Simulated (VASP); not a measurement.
Write the native input for VASP 6.6.1 that does the following.

```yaml
Task: single point
Functional: PBE
Potentials_or_basis: VASP PAW PBE potentials, release 64 (Co)
Cutoff: 520 eV
k_mesh: 12 × 12 × 4
Occupations: fermi-dirac, width 0.05 eV
Spin: collinear spin, ferromagnetic start
Starting_moments: "[2.0, 2.0, 2.0, 2.0] μB"
Dipole_correction: no
Further_INCAR_settings: ALGO = Normal; EDIFF = 1e-06; NBANDS = 30
```

The structure of Co lies in POSCAR:

```
Co
1.0
    2.4980760917      0.0000000000      0.0000000000
   -1.2490380459      2.1633973560      0.0000000000
    0.0000000000      0.0000000000      8.0787908280
Co
4
Direct
    0.6666666667      0.3333333333      0.7500000000
    0.0000000000      0.0000000000      0.5000000000
    0.3333333333      0.6666666667      0.2500000000
    0.0000000000      0.0000000000      0.0000000000
```

The input as run:

INCAR

```
SYSTEM = Co
PREC = Accurate
ENCUT = 520
EDIFF = 1E-6
ISMEAR = -1
SIGMA = 0.05
LREAL = .False.
LASPH = .True.
NELM = 150
ALGO = Normal
ISIF = 2
LWAVE = .False.
LCHARG = .True.
ISPIN = 2
MAGMOM = 2 2 2 2
LORBIT = 11
LMAXMIX = 4
GGA = PE
LELF = .True.
LVHAR = .True.
NBANDS = 30
```

KPOINTS

```
regular mesh
0
Gamma
  12 12 4
  0 0 0
```

Potentials or basis: VASP PAW PBE potentials, release 64 (Co).

The run is started by

```console
$ cat potpaw_PBE.64/Co/POTCAR > POTCAR
$ mpirun -np 1 vasp_std > vasp.out
```

Results of the run:

```
Pressure                                              : -0.8 GPa
Net moment                                            : 6.64 μB per cell
Site moments                                          : Co +1.69, +1.67 μB
Valence electrons inside the program's atomic spheres : Co 8.26
```

Wall time 6.3 min on 1 thread of AMD EPYC 7R13 (shared host), peak memory 0.22 GiB.
